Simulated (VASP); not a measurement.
# TaN (P1) in VASP: electric field gradients with PBE

Aim: the electric field gradients of TaN with PBE.

Everything below comes from runs of VASP 6.6.1. Logs are shortened: lines on timing, memory, paths and dates and some standing lists are left out, and cuts for length are marked.

### Step 1. The cell of the first run

The typed cell holds 2 atoms: a = 2.938 Å, b = 2.951 Å, c = 2.883 Å, α = 90.21°, β = 90.57°, γ = 120.43°.

### Step 2. Electric field gradients, PBE (equal xy, yz and zx shear strains of -1 %)

Input file INCAR:

```
SYSTEM = TaN
PREC     = Accurate       ! precision mode
ENCUT    = 520            ! plane-wave cutoff, eV
EDIFF    = 1E-8           ! SCF threshold, eV
ISMEAR   = -1             ! smearing method
SIGMA    = 0.02           ! smearing width, eV
LREAL    = .False.        ! projectors in reciprocal space
LASPH    = .True.         ! aspherical terms in the spheres
NELM     = 120            ! most SCF steps
ALGO     = Normal         ! electronic algorithm
ISIF     = 2              ! what is computed and relaxed
LWAVE    = .False.        ! write WAVECAR
LCHARG   = .False.        ! write CHGCAR
GGA      = PE             ! functional
LEFG     = .True.       
NBANDS   = 16             ! bands
GGA_COMPAT= .False.
```

Input file KPOINTS:

```
Automatic mesh
0
Gamma
  12 12 10
  0 0 0
```

Input file POSCAR:

```
TaN
1.0
    2.9379988584     -0.0146899943     -0.0146899943
   -1.4817213374      2.5517266448     -0.0053769111
   -0.0144150000     -0.0144150000      2.8830000000
Ta N
1 1
Direct
    0.3333333333      0.6666666667      0.5000000000
    0.0000000000      0.0000000000      0.0000000000
```

Potentials or basis: VASP PAW PBE potentials, release 64 (Ta_sv_GW, N).

Command:

```console
$ cat potpaw_PBE.64/Ta_sv_GW/POTCAR potpaw_PBE.64/N/POTCAR > POTCAR
$ mpirun -np 1 vasp_std > vasp.out
```

OUTCAR:

```text
SYSTEM = TaN
   PREC = Accurate
   ENCUT = 520
   EDIFF = 1E-8
   ISMEAR = -1
   LREAL = .False.
   LASPH = .True.
   NELM = 120
   ISIF = 2
   GGA = PE

 ion  position               nearest neighbor table
   1  0.333  0.667  0.500-   2 2.21   2 2.22   2 2.23   2 2.24   2 2.24   2 2.24
   2  0.000  0.000  0.000-   1 2.21   1 2.22   1 2.23   1 2.24   1 2.24   1 2.24

  LATTYP: Found a triclinic cell.
 ALAT       =     2.9507348072
 B/A-ratio  =     1.7246180512
 C/A-ratio  =     1.4019657361
 COS(alpha) =     0.0001326136
 COS(beta)  =     0.3571629385
 COS(gamma) =     0.8672748744

  Lattice vectors:

 A1 = (   1.4817213374,  -2.5517266448,   0.0053769111)
 A2 = (   0.0254438164,  -5.0887632953,   0.0254438165)
 A3 = (   2.9524138584,  -0.0002749943,  -2.8976899943)

Analysis of symmetry for initial positions (statically):
=====================================================================
 Subroutine PRICEL returns:
 Original cell was already a primitive cell.

 Routine SETGRP: Setting up the symmetry group for a
 triclinic supercell.

 Subroutine GETGRP returns: Found  1 space group operations
 (whereof  1 operations were pure point group operations)
 out of a pool of  2 trial point group operations.

The static configuration has the point symmetry C_1 .

Analysis of symmetry for dynamics (positions and initial velocities):
=====================================================================
 Subroutine PRICEL returns:
 Original cell was already a primitive cell.

 Routine SETGRP: Setting up the symmetry group for a
 triclinic supercell.

 Subroutine GETGRP returns: Found  1 space group operations
 (whereof  1 operations were pure point group operations)
 out of a pool of  2 trial point group operations.

The dynamic configuration has the point symmetry C_1 .

 Subroutine INISYM returns: Found  1 space group operations
 (whereof  1 operations are pure point group operations),
 and found     1 'primitive' translations

----------------------------------------------------------------------------------------

                                     Primitive cell

  volume of cell :      21.5499

  direct lattice vectors                    reciprocal lattice vectors
     2.937998858 -0.014689994 -0.014689994     0.341372378  0.198231752  0.002698021
    -1.481721337  2.551726645 -0.005376911     0.001975088  0.393042551  0.001975088
    -0.014415000 -0.014415000  2.883000000     0.001743107  0.001743107  0.346878340

  length of vectors
     2.938072307  2.950734807  2.883072074     0.394763483  0.393052476  0.346887099

  position of ions in fractional coordinates (direct lattice)
     0.333333333  0.666666667  0.500000000
     0.000000000  0.000000000  0.000000000

  ion indices of the primitive-cell ions
   primitive index   ion index
                 1           1
                 2           2

----------------------------------------------------------------------------------------

 KPOINTS: Automatic mesh

Automatic generation of k-mesh.
 Grid dimensions read from file:
 generate k-points for:   12   12   10

 Generating k-lattice:

  Cartesian coordinates                     Fractional coordinates (reciprocal lattice)
     0.028447698  0.016519313  0.000224835     0.083333333 -0.000000000  0.000000000
     0.000164591  0.032753546  0.000164591    -0.000000000  0.083333333  0.000000000
     0.000174311  0.000174311  0.034687834    -0.000000000 -0.000000000  0.100000000

  Length of vectors
     0.032896957  0.032754373  0.034688710

  Shift w.r.t. Gamma in fractional coordinates (k-lattice)
     0.000000000  0.000000000  0.000000000

 Subroutine IBZKPT returns following result:
 ===========================================

 Found    724 irreducible k-points:

 Following reciprocal coordinates:
            Coordinates               Weight
  0.000000  0.000000  0.000000      1.000000
  0.083333  0.000000 -0.000000      2.000000
  0.166667  0.000000  0.000000      2.000000
  0.250000  0.000000  0.000000      2.000000
  0.333333 -0.000000  0.000000      2.000000
  0.416667  0.000000  0.000000      2.000000
[... 16 lines left out ...]
  0.250000  0.166667  0.000000      2.000000
  0.333333  0.166667 -0.000000      2.000000
 [... further k-points ...]
   k-points           NKPTS =    724   k-points in BZ     NKDIM =    724   number of bands    NBANDS=     16
   number of dos      NEDOS =    301   number of ions     NIONS =      2
   total plane-waves  NPLWV =  13824
   dimension x,y,z NGX =    24 NGY =   24 NGZ =   24
   dimension x,y,z NGXF=    48 NGYF=   48 NGZF=   48
   ions per type =               1   1
   NGX,Y,Z   is equivalent  to a cutoff of  13.58, 13.52, 13.84 a.u.
   NGXF,Y,Z  is equivalent  to a cutoff of  27.16, 27.04, 27.68 a.u.
 SYSTEM =  TaN
   PREC   = accura    normal or accurate (medium, high low for compatibility)
   ISTART =      0    job   : 0-new  1-cont  2-samecut
   ICHARG =      2    charge: 1-file 2-atom 10-const
   ISPIN  =      1    spin polarized calculation?
   LNONCOLLINEAR =      F non collinear calculations
   LSORBIT =      F    spin-orbit coupling
   LASPH  =      T    aspherical Exc in radial PAW
   ENCUT  =  520.0 eV  38.22 Ry    6.18 a.u.   5.46  5.49  5.36*2*pi/ulx,y,z
   NELM   =    120;   NELMIN=  2; NELMDL= -5     # of ELM steps
   EDIFF  = 0.1E-07   stopping-criterion for ELM
   LREAL  =      F    real-space projection
   EDIFFG = 0.1E-06   stopping-criterion for IOM
   NSW    =      0    number of steps for IOM
   IBRION =     -1    ionic relax: 0-MD 1-quasi-New 2-CG
   NFREE  =      0    steps in history (QN), initial steepest desc. (CG)
   ISIF   =      2    stress and relaxation
   ISYM   =      2    0-nonsym 1-usesym 2-fastsym
   POTIM  = 0.5000    time-step for ionic-motion
   TEBEG  =    0.0;   TEEND  =   0.0 temperature during run
   PSTRESS=    0.0 pullay stress
   NELECT =      18.0000    total number of electrons
   NUPDOWN=      -1.0000    fix difference up-down
   EMIN   =  10.00;   EMAX   =-10.00  energy-range for DOS
   EFERMI =   0.00;   METHOD = LEGACY
   ISMEAR =    -1;   SIGMA  =   0.02  broadening in eV -4-tet -1-fermi 0-gaus
   EFERMI_NEDOS =   21; number of points for ismear=-14 and -15
   IALGO  =     38    algorithm
   IMIX   =      4    mixing-type and parameters
     AMIX     =   0.40;   BMIX     =  1.00
     AMIX_MAG =   1.60;   BMIX_MAG =  1.00
  volume/ion in A,a.u.               =      10.77        72.71
  Fermi-wavevector in a.u.,A,eV,Ry     =   1.541761  2.913506 32.341415  2.377027
  Thomas-Fermi vector in A             =   2.647661
   LORBIT       =      0    0 simple, 1 ext, 2 COOP (PROOUT), +10 PAW based schemes
   GGA     = PE    functional components
   LHFCALC =     F    Hartree Fock is set to
   AEXX    =    0.0000 exact exchange contribution
   IVDW    =     0    specifies the selected vdW correction
   LEPSILON=     F    determine dielectric tensor
   LRPA    =     F    only Hartree local field effects (RPA)
 non-spin polarized calculation
  energy-cutoff  :      520.00
  volume of cell :       21.55
 maximum number of plane-waves:       600
 NGX is ok and might be reduce to    24
   NGX = 11   NGY = 11   NGZ = 11

 number of electron      17.9999999 magnetization

 Free energy of the ion-electron system (eV)
  ---------------------------------------------------
  ext. energy  EPLUGINS =         0.00000000
  ---------------------------------------------------
  free energy    TOTEN  =       -24.95240197 eV

  energy without entropy =      -24.95225064  energy(sigma->0) =      -24.95232631

 E-fermi :  12.5481     XC(G=0): -13.6837

 val. band max:       12.5362934875   @ k =   0.0833   0.0000   0.5000
 cond. band min:      12.5549312957   @ k =   0.0000   0.0000   0.4000
 fundamental gap:      0.0186378082
 Fermi energy:        12.5481405775

 k-point     1 :       0.0000    0.0000    0.0000
  band No.  band energies     occupation
      1     -56.0960      2.00000
      2     -22.3756      2.00000
      3     -22.1276      2.00000
      4     -22.1057      2.00000
      5      -5.3092      2.00000
      6       7.8256      2.00000
[... 8 lines left out ...]
     15      25.3965      0.00000
     16      28.5289      0.00000

 k-point     2 :       0.0833    0.0000   -0.0000
  band No.  band energies     occupation
      1     -56.0908      2.00000
      2     -22.3659      2.00000
      3     -22.1832      2.00000
      4     -22.1420      2.00000
      5      -5.1657      2.00000
      6       7.4983      2.00000
[... 8 lines left out ...]
     15      25.4021      0.00000
     16      28.8155      0.00000

 k-point     3 :       0.1667    0.0000    0.0000
  band No.  band energies     occupation
      1     -56.0765      2.00000
      2     -22.3848      2.00000
      3     -22.3396      2.00000
      4     -22.1874      2.00000
      5      -4.7701      2.00000
      6       6.5911      2.00000
[... 8 lines left out ...]
     15      25.4146      0.00000
     16      29.5879      0.00000

 k-point     4 :       0.2500    0.0000    0.0000
  band No.  band energies     occupation
      1     -56.0571      2.00000
      2     -22.6508      2.00000
      3     -22.3034      2.00000
      4     -22.2479      2.00000
      5      -4.2161      2.00000
      6       5.6410      2.00000
[... 8 lines left out ...]
     15      25.6075      0.00000
     16      29.6300      0.00000
[... 324 lines left out ...]
 k-point    22 :       0.1667    0.1667    0.0000
  band No.  band energies     occupation
      1     -56.0475      2.00000
      2     -22.7390      2.00000
      3     -22.3194      2.00000
      4     -22.2856      2.00000
      5      -3.9250      2.00000
      6       5.3680      2.00000
[... 8 lines left out ...]
     15      25.8252      0.00000
     16      29.4993      0.00000

 k-point    23 :       0.2500    0.1667    0.0000
  band No.  band energies     occupation
      1     -56.0306      2.00000
      2     -22.9119      2.00000
      3     -22.4200      2.00000
      4     -22.2540      2.00000
      5      -3.4029      2.00000
      6       4.8715      2.00000
[... 8 lines left out ...]
     15      26.1229      0.00000
     16      28.1580      0.00000

 k-point    24 :       0.3333    0.1667   -0.0000
  band No.  band energies     occupation
      1     -56.0183      2.00000
      2     -23.0296      2.00000
      3     -22.4978      2.00000
      4     -22.2310      2.00000
      5      -3.0015      2.00000
      6       4.5756      2.00000
[... 8 lines left out ...]
     15      25.2583      0.00000
     16      28.1065      0.00000

 [... further k-points ...]

------------------------ aborting loop because EDIFF is reached ----------------------------------------

  FORCE on cell =-STRESS in cart. coord.  units (eV):
  Direction    XX          YY          ZZ          XY          YZ          ZX
  --------------------------------------------------------------------------------------
  -------------------------------------------------------------------------------------
  Total        0.5382271      0.5619681      0.7138413      0.3058750      0.3354973      0.3357061
  in kB       40.0156903     41.7807694     53.0721154     22.7409538     24.9432943     24.9588147
  external PRESSURE =      44.9561917 kB  Pullay stress =       0.0000000 kB

 VOLUME and BASIS-vectors are now :
 -----------------------------------------------------------------------------
  energy-cutoff  :      520.00
  volume of cell :       21.55
      direct lattice vectors                 reciprocal lattice vectors
     2.937998858 -0.014689994 -0.014689994     0.341372378  0.198231752  0.002698021
    -1.481721337  2.551726645 -0.005376911     0.001975088  0.393042551  0.001975088
    -0.014415000 -0.014415000  2.883000000     0.001743107  0.001743107  0.346878340

 POSITION                                       TOTAL-FORCE (eV/Angst)
 -----------------------------------------------------------------------------------
     -0.01569      1.68905      1.43302        -0.024035     -0.000363     -0.005553
      0.00000      0.00000      0.00000         0.024035      0.000363      0.005553
 -----------------------------------------------------------------------------------
    total drift:                                0.000010      0.000013      0.000057

  FREE ENERGIE OF THE ION-ELECTRON SYSTEM (eV)
  ---------------------------------------------------
  free  energy   TOTEN  =       -24.9524019711 eV

  energy  without entropy=      -24.9522506441  energy(sigma->0) =      -24.95232631

 Electric field gradients (V/A^2)
---------------------------------------------------------------------
 ion       V_xx      V_yy      V_zz      V_xy      V_xz      V_yz
---------------------------------------------------------------------
   1     -17.425   -17.343    34.768   -13.967   -24.304   -24.317
   2      -0.282    -0.294     0.576    -0.900    -1.255    -1.255
---------------------------------------------------------------------

 Electric field gradients after diagonalization (V/A^2)
 (convention: |V_zz| > |V_xx| > |V_yy|)
----------------------------------------------------------------------
 ion       V_xx      V_yy      V_zz     asymmetry (V_yy - V_xx)/ V_zz
----------------------------------------------------------------------
   1     -45.988    -3.417    49.405       0.862
   2       1.676     0.611    -2.288       0.465
----------------------------------------------------------------------

           NMR quadrupolar parameters

 Cq : quadrupolar parameter    Cq=e*Q*V_zz/h
 eta: asymmetry parameters     (V_yy - V_xx)/ V_zz
 Q  : nuclear electric quadrupole moment in mb (millibarn)
----------------------------------------------------------------------
 ion       Cq(MHz)       eta       Q (mb)
----------------------------------------------------------------------
   1       0.119       0.862       1.000
   2      -0.006       0.465       1.000
----------------------------------------------------------------------
```

It took 75 s on 1 thread of Intel Xeon 6975P-C (Granite Rapids), shared host; peak memory 0.38 GiB.

Results:

* Free energy: -24.9524 eV
* Pressure: 4.5 GPa
* Largest force: 0.025 eV/Å
* Band gap on the k mesh: zero (bands 9 and 10 overlap by 0.33 eV)
* Largest electric field gradient by atom: Ta +49.4; N -2.3 V/Å²

Forces on the atoms (eV/Å):
```
Ta  -0.024  0.000 -0.006
N    0.024  0.000  0.006
```

Stress tensor (GPa, compression positive):
```
4.00 2.27 2.50
2.27 4.18 2.49
2.50 2.49 5.31
```

Levels at points of the mesh, in eV from the Fermi level:
| k point | band 7 | band 8 | band 9 | band 10 | band 11 | band 12 |
| --- | --- | --- | --- | --- | --- | --- |
| (0.00, 0.00, 0.00) | -4.60 | -4.29 | -3.03 | 2.09 | 3.39 | 3.52 |
| (0.50, 0.00, 0.00) | -5.29 | -3.54 | -3.32 | 2.88 | 3.91 | 5.09 |
| (0.00, 0.50, 0.00) | -5.28 | -3.56 | -3.28 | 2.92 | 3.93 | 5.10 |
| (0.50, 0.50, 0.00) | -5.28 | -3.57 | -3.23 | 2.95 | 3.96 | 5.10 |
| (0.00, 0.00, 0.50) | -3.86 | -3.82 | -0.28 | -0.07 | 2.29 | 3.18 |
| (0.50, 0.00, 0.50) | -6.28 | -5.84 | -0.39 | 4.05 | 5.29 | 5.98 |
| (0.00, 0.50, 0.50) | -6.28 | -5.78 | -0.44 | 4.06 | 5.25 | 5.96 |
| (0.50, 0.50, 0.50) | -6.27 | -5.71 | -0.50 | 4.08 | 5.24 | 5.94 |

Electric field gradients, principal values (V/Å²):
```csv
atom,least,middle,greatest (by size)
1 Ta,-3.417,-45.988,49.405
2 N,0.611,1.676,-2.288
```

Caveat: the cell differs from its parent crystal (equal xy, yz and zx shear strains of -1 %); the cell stands under pressure; without QUAD_EFG the Cq values of the log hold for a quadrupole moment of 1 mb, not for the nuclei; spin-orbit coupling is left out, which moves the levels of the heavy elements.
